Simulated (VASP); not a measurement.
# Hf (P6_3/mmc) in VASP: further runs

The runs below take Hf through single point, with PBE, r2SCAN.

Everything below comes from runs of VASP 6.6.1. Logs are shortened: lines on timing, memory, paths and dates and some standing lists are left out, and cuts for length are marked.

## Step 1: The cell of the first run

It takes space group P6_3/mmc (No. 194, hexagonal). The conventional cell has a = 3.199 Å, b = 3.199 Å, c = 5.075 Å, α = 90.00°, β = 90.00°, γ = 120.00°. Within 4.1 Å of Hf (site symmetry -6m2) lie 12 Hf at 3.14 to 3.20 Å.

## Step 2: Single point, PBE

INCAR reads:

```
SYSTEM = Hf
PREC = Accurate
ENCUT = 520
EDIFF = 1E-7
ISMEAR = 0
SIGMA = 0.05
LREAL = .False.
LASPH = .True.
NELM = 60
ALGO = Normal
ISIF = 2
LWAVE = .False.
LCHARG = .False.
GGA = PE
NBANDS = 17
```

KPOINTS reads:

```
Automatic mesh
0
Gamma
  8 8 4
  0 0 0
```

POSCAR reads:

```
Hf
1.0
    3.1989229001      0.0000000000      0.0000000000
   -1.5994614500      2.7703484962      0.0000000000
    0.0000000000      0.0000000000      5.0751294413
Hf
2
Direct
    0.3333333333      0.6666666667      0.2500000000
    0.6666666667      0.3333333333      0.7500000000
```

Potentials or basis: VASP PAW PBE potentials, release 64 (Hf_pv).

Command:

```bash
cat potpaw_PBE.64/Hf_pv/POTCAR > POTCAR
mpirun -np 1 vasp_std > vasp.out
```

OUTCAR:

```text
SYSTEM = Hf
   PREC = Accurate
   ENCUT = 520
   EDIFF = 1E-7
   ISMEAR = 0
   LREAL = .False.
   LASPH = .True.
   NELM = 60
   ISIF = 2
   GGA = PE

 ion  position               nearest neighbor table
   1  0.333  0.667  0.250-   2 3.14   2 3.14   2 3.14   2 3.14   2 3.14   2 3.14
   2  0.667  0.333  0.750-   1 3.14   1 3.14   1 3.14   1 3.14   1 3.14   1 3.14

  LATTYP: Found a hexagonal cell.
 ALAT       =     3.1989229001
 C/A-ratio  =     1.5865119604

  Lattice vectors:

 A1 = (   3.1989229001,   0.0000000000,   0.0000000000)
 A2 = (  -1.5994614500,   2.7703484962,   0.0000000000)
 A3 = (   0.0000000000,   0.0000000000,   5.0751294413)

Analysis of symmetry for initial positions (statically):
=====================================================================
 Subroutine PRICEL returns:
 Original cell was already a primitive cell.

 Routine SETGRP: Setting up the symmetry group for a
 hexagonal supercell.

 Subroutine GETGRP returns: Found 24 space group operations
 (whereof 12 operations were pure point group operations)
 out of a pool of 24 trial point group operations.

The static configuration has the point symmetry D_3d.
 The point group associated with its full space group is D_6h.

Analysis of symmetry for dynamics (positions and initial velocities):
=====================================================================
 Subroutine PRICEL returns:
 Original cell was already a primitive cell.

 Routine SETGRP: Setting up the symmetry group for a
 hexagonal supercell.

 Subroutine GETGRP returns: Found 24 space group operations
 (whereof 12 operations were pure point group operations)
 out of a pool of 24 trial point group operations.

The dynamic configuration has the point symmetry D_3d.
 The point group associated with its full space group is D_6h.

 Subroutine INISYM returns: Found 24 space group operations
 (whereof 12 operations are pure point group operations),
 and found     1 'primitive' translations

----------------------------------------------------------------------------------------

                                     Primitive cell

  volume of cell :      44.9765

  direct lattice vectors                    reciprocal lattice vectors
     3.198922900  0.000000000  0.000000000     0.312605221  0.180482708  0.000000000
    -1.599461450  2.770348496  0.000000000     0.000000000  0.360965417  0.000000000
     0.000000000  0.000000000  5.075129441     0.000000000  0.000000000  0.197039309

  length of vectors
     3.198922900  3.198922900  5.075129441     0.360965417  0.360965417  0.197039309

  position of ions in fractional coordinates (direct lattice)
     0.333333333  0.666666667  0.250000000
     0.666666667  0.333333333  0.750000000

  ion indices of the primitive-cell ions
   primitive index   ion index
                 1           1
                 2           2

----------------------------------------------------------------------------------------

 KPOINTS: Automatic mesh

Automatic generation of k-mesh.
 Grid dimensions read from file:
 generate k-points for:    8    8    4

 Generating k-lattice:

  Cartesian coordinates                     Fractional coordinates (reciprocal lattice)
     0.039075653  0.022560339  0.000000000     0.125000000  0.000000000  0.000000000
     0.000000000  0.045120677  0.000000000     0.000000000  0.125000000  0.000000000
     0.000000000  0.000000000  0.049259827     0.000000000  0.000000000  0.250000000

  Length of vectors
     0.045120677  0.045120677  0.049259827

  Shift w.r.t. Gamma in fractional coordinates (k-lattice)
     0.000000000  0.000000000  0.000000000

 Subroutine IBZKPT returns following result:
 ===========================================

 Found     30 irreducible k-points:

 Following reciprocal coordinates:
            Coordinates               Weight
  0.000000  0.000000  0.000000      1.000000
  0.125000  0.000000  0.000000      6.000000
  0.250000  0.000000  0.000000      6.000000
  0.375000  0.000000  0.000000      6.000000
  0.500000  0.000000  0.000000      3.000000
  0.125000  0.125000  0.000000      6.000000
[... 16 lines left out ...]
  0.250000  0.000000  0.500000      6.000000
  0.375000  0.000000  0.500000      6.000000
 [... further k-points ...]
   k-points           NKPTS =     30   k-points in BZ     NKDIM =     30   number of bands    NBANDS=     17
   number of dos      NEDOS =    301   number of ions     NIONS =      2
   total plane-waves  NPLWV =  23040
   dimension x,y,z NGX =    24 NGY =   24 NGZ =   40
   dimension x,y,z NGXF=    48 NGYF=   48 NGZF=   80
   ions per type =               2
   NGX,Y,Z   is equivalent  to a cutoff of  12.47, 12.47, 13.10 a.u.
   NGXF,Y,Z  is equivalent  to a cutoff of  24.95, 24.95, 26.21 a.u.
 SYSTEM =  Hf
   PREC   = accura    normal or accurate (medium, high low for compatibility)
   ISTART =      0    job   : 0-new  1-cont  2-samecut
   ICHARG =      2    charge: 1-file 2-atom 10-const
   ISPIN  =      1    spin polarized calculation?
   LNONCOLLINEAR =      F non collinear calculations
   LSORBIT =      F    spin-orbit coupling
   LASPH  =      T    aspherical Exc in radial PAW
   ENCUT  =  520.0 eV  38.22 Ry    6.18 a.u.   5.95  5.95  9.44*2*pi/ulx,y,z
   NELM   =     60;   NELMIN=  2; NELMDL= -5     # of ELM steps
   EDIFF  = 0.1E-06   stopping-criterion for ELM
   LREAL  =      F    real-space projection
   EDIFFG = 0.1E-05   stopping-criterion for IOM
   NSW    =      0    number of steps for IOM
   IBRION =     -1    ionic relax: 0-MD 1-quasi-New 2-CG
   NFREE  =      0    steps in history (QN), initial steepest desc. (CG)
   ISIF   =      2    stress and relaxation
   ISYM   =      2    0-nonsym 1-usesym 2-fastsym
   POTIM  = 0.5000    time-step for ionic-motion
   TEBEG  =    0.0;   TEEND  =   0.0 temperature during run
   PSTRESS=    0.0 pullay stress
   NELECT =      20.0000    total number of electrons
   NUPDOWN=      -1.0000    fix difference up-down
   EMIN   =  10.00;   EMAX   =-10.00  energy-range for DOS
   EFERMI =   0.00;   METHOD = LEGACY
   ISMEAR =     0;   SIGMA  =   0.05  broadening in eV -4-tet -1-fermi 0-gaus
   EFERMI_NEDOS =   21; number of points for ismear=-14 and -15
   IALGO  =     38    algorithm
   IMIX   =      4    mixing-type and parameters
     AMIX     =   0.40;   BMIX     =  1.00
     AMIX_MAG =   1.60;   BMIX_MAG =  1.00
  volume/ion in A,a.u.               =      22.49       151.76
  Fermi-wavevector in a.u.,A,eV,Ry     =   1.249558  2.361322 21.244069  1.561395
  Thomas-Fermi vector in A             =   2.383593
   LORBIT       =      0    0 simple, 1 ext, 2 COOP (PROOUT), +10 PAW based schemes
   GGA     = PE    functional components
   LHFCALC =     F    Hartree Fock is set to
   AEXX    =    0.0000 exact exchange contribution
   IVDW    =     0    specifies the selected vdW correction
   LEPSILON=     F    determine dielectric tensor
   LRPA    =     F    only Hartree local field effects (RPA)
 non-spin polarized calculation
 Gauss-broadening in eV      SIGMA  =   0.05
  energy-cutoff  :      520.00
  volume of cell :       44.98
 maximum number of plane-waves:      1226
 NGX is ok and might be reduce to    24
   NGX = 11   NGY = 11   NGZ = 19

 number of electron      20.0000005 magnetization

 Free energy of the ion-electron system (eV)
  ---------------------------------------------------
  ext. energy  EPLUGINS =         0.00000000
  ---------------------------------------------------
  free energy    TOTEN  =       -19.86482828 eV

  energy without entropy =      -19.86313607  energy(sigma->0) =      -19.86398218

 E-fermi :   4.9434     XC(G=0): -11.2595

 val. band max:        4.9409869074   @ k =   0.0000   0.0000   0.2500
 cond. band min:       4.9734210433   @ k =   0.3750   0.2500   0.2500
 fundamental gap:      0.0324341358
 Fermi energy:         4.9433900264

 k-point     1 :       0.0000    0.0000    0.0000
  band No.  band energies     occupation
      1     -26.1899      2.00000
      2     -25.4644      2.00000
      3     -25.4644      2.00000
      4     -25.3429      2.00000
      5     -25.3405      2.00000
      6     -25.3405      2.00000
[... 9 lines left out ...]
     16       7.5324      0.00000
     17      10.1938      0.00000

 k-point     2 :       0.1250    0.0000    0.0000
  band No.  band energies     occupation
      1     -26.1508      2.00000
      2     -25.5471      2.00000
      3     -25.4917      2.00000
      4     -25.4270      2.00000
      5     -25.3609      2.00000
      6     -25.3521      2.00000
[... 9 lines left out ...]
     16       7.2924      0.00000
     17      10.5066      0.00000

 k-point     3 :       0.2500    0.0000    0.0000
  band No.  band energies     occupation
      1     -26.0455      2.00000
      2     -25.7468      2.00000
      3     -25.6255      2.00000
      4     -25.5541      2.00000
      5     -25.4152      2.00000
      6     -25.3828      2.00000
[... 9 lines left out ...]
     16       8.4624      0.00000
     17      10.9697      0.00000

 k-point     4 :       0.3750    0.0000    0.0000
  band No.  band energies     occupation
      1     -25.9458      2.00000
      2     -25.9106      2.00000
      3     -25.8115      2.00000
      4     -25.6133      2.00000
      5     -25.4986      2.00000
      6     -25.4158      2.00000
[... 9 lines left out ...]
     16      10.0553      0.00000
     17      11.2276      0.00000
[... 343 lines left out ...]
      1     -25.7987      2.00000
      2     -25.7987      2.00000
      3     -25.4561      2.00000
      4     -25.4561      2.00000
      5     -25.4223      2.00000
      6     -25.4223      2.00000
[... 9 lines left out ...]
     16       9.5577      0.00000
     17       9.6875      0.00000

 k-point    23 :       0.2500    0.0000    0.5000
  band No.  band energies     occupation
      1     -25.8874      2.00000
      2     -25.8874      2.00000
      3     -25.5329      2.00000
      4     -25.5329      2.00000
      5     -25.4691      2.00000
      6     -25.4691      2.00000
[... 9 lines left out ...]
     16       9.5716      0.00000
     17       9.8675      0.00000

 k-point    24 :       0.3750    0.0000    0.5000
  band No.  band energies     occupation
      1     -26.0287      2.00000
      2     -26.0287      2.00000
      3     -25.5510      2.00000
      4     -25.5510      2.00000
      5     -25.5155      2.00000
      6     -25.5155      2.00000
[... 9 lines left out ...]
     16      10.2772      0.00000
     17      10.3340      0.00000

 [... further k-points ...]
[... 5 lines left out ...]
  --------------------------------------------------------------------------------------
  -------------------------------------------------------------------------------------
  Total       -0.1118840     -0.1118840     -0.0985668     -0.0000000     -0.0000000      0.0000000
  in kB       -3.9855969     -3.9855969     -3.5112014     -0.0000000     -0.0000000      0.0000000
  external PRESSURE =      -3.8274650 kB  Pullay stress =       0.0000000 kB

 VOLUME and BASIS-vectors are now :
 -----------------------------------------------------------------------------
  energy-cutoff  :      520.00
  volume of cell :       44.98
      direct lattice vectors                 reciprocal lattice vectors
     3.198922900  0.000000000  0.000000000     0.312605221  0.180482708  0.000000000
    -1.599461450  2.770348496  0.000000000     0.000000000  0.360965417  0.000000000
     0.000000000  0.000000000  5.075129441     0.000000000  0.000000000  0.197039309

 POSITION                                       TOTAL-FORCE (eV/Angst)
 -----------------------------------------------------------------------------------
     -0.00000      1.84690      1.26878         0.000000      0.000000      0.000000
      1.59946      0.92345      3.80635        -0.000000     -0.000000      0.000000
 -----------------------------------------------------------------------------------
    total drift:                                0.000000     -0.000000      0.000000

  FREE ENERGIE OF THE ION-ELECTRON SYSTEM (eV)
  ---------------------------------------------------
  free  energy   TOTEN  =       -19.8648282804 eV

  energy  without entropy=      -19.8631360700  energy(sigma->0) =      -19.86398218
```

It took 8.2 s on 1 thread of Intel Xeon 6975P-C (Granite Rapids), shared host; peak memory 0.16 GiB.

What came out:

```
Free energy            : -19.8648 eV
Pressure               : -0.4 GPa
Band gap on the k mesh : zero (band 10 reaches 6.07 eV, above the bottom of band 11 at 4.62 eV)
```

Levels at points of the mesh, in eV from the Fermi level:
```
           k point  band 6  band 7  band 8  band 9  band 10  band 11  band 12  band 13  band 14  band 15
(0.00, 0.00, 0.00)  -30.28   -7.42   -3.76    0.54     1.12     1.12     1.37     1.93     1.93     2.59
(0.50, 0.00, 0.00)  -30.37   -3.40   -2.79   -2.28    -0.86     0.75     0.79     1.60     5.81     6.31
(0.00, 0.00, 0.50)  -30.35   -5.46   -5.46    0.07     0.07     1.02     1.02     1.02     1.02     4.71
(0.50, 0.00, 0.50)  -30.48   -3.45   -3.45   -1.05    -1.05     1.10     1.10     2.59     2.59     5.99
```

Caveat: spin-orbit coupling is left out, which moves the levels of the heavy elements.

## Step 3: Single point, r2SCAN (volume scaled by 0.640)

POSCAR reads:

```
Hf
1.0
    2.7135283677      0.0000000000      0.0000000000
   -1.3567641839      2.3499845003      0.0000000000
    0.0000000000      0.0000000000      4.4896100643
Hf
2
Direct
    0.3333333333      0.6666666667      0.2500000000
    0.6666666667      0.3333333333      0.7500000000
```

INCAR.step1 reads:

```
PREC = Accurate ; ENCUT = 520
ISMEAR = 0 ; SIGMA = 0.05
LREAL = False ; LASPH = True
NELM = 100 ; NBANDS = 17
GGA = PE ; ALGO = Normal
EDIFF = 1E-4 ; LWAVE = True
LCHARG = False
```

INCAR.step2 reads:

```
PREC = Accurate ; ENCUT = 520
EDIFF = 1E-6 ; ISMEAR = 0
SIGMA = 0.05 ; LREAL = False
LASPH = True ; NELM = 100
ALGO = Normal ; ISIF = 2
LWAVE = False ; LCHARG = True
METAGGA = R2SCAN ; LMIXTAU = True
LELF = True ; LVHAR = True
NBANDS = 17 ; ISTART = 1
```

KPOINTS reads:

```
Automatic mesh
0
Gamma
  18 18 10
```

Potentials or basis: VASP PAW PBE potentials, release 64 (Hf_pv).

Command:

```bash
cat potpaw_PBE.64/Hf_pv/POTCAR > POTCAR
cp INCAR.step1 INCAR
mpirun -np 1 vasp_std > vasp.out
cp INCAR.step2 INCAR
mpirun -np 1 vasp_std > vasp.out
```

Wall time 2.1 min (1 thread of Intel Xeon 6975P-C (Granite Rapids), shared host); peak memory 0.21 GiB.

It converged, with:

- Free energy: -86.6787 eV
- Pressure: 99.3 GPa
- Band gap on the k mesh: zero (band 10 reaches 10.18 eV, above the bottom of band 11 at 7.96 eV)

Stress tensor (GPa, compression positive):
```
99.63  0.00  0.00
 0.00 99.63  0.00
 0.00  0.00 98.73
```

Levels at points of the mesh, in eV from the Fermi level:
| k point | band 6 | band 7 | band 8 | band 9 | band 10 | band 11 | band 12 | band 13 | band 14 | band 15 |
| --- | --- | --- | --- | --- | --- | --- | --- | --- | --- | --- |
| (0.00, 0.00, 0.00) | -29.61 | -8.78 | -5.49 | 0.99 | 1.33 | 1.33 | 2.66 | 2.66 | 2.86 | 4.42 |
| (0.50, 0.00, 0.00) | -30.03 | -5.16 | -4.36 | -4.30 | 1.00 | 1.03 | 1.30 | 2.59 | 10.23 | 10.44 |
| (0.00, 0.00, 0.50) | -29.79 | -5.97 | -5.97 | -0.18 | -0.18 | 1.30 | 1.30 | 1.30 | 1.30 | 7.73 |
| (0.50, 0.00, 0.50) | -30.38 | -5.42 | -5.42 | -2.54 | -2.54 | 3.89 | 3.89 | 4.21 | 4.21 | 9.95 |

Caveat: the PAW data sets were made with another functional, which shifts forces and pressure a little; spin-orbit coupling is left out, which moves the levels of the heavy elements.

[end of part 1 of 2]
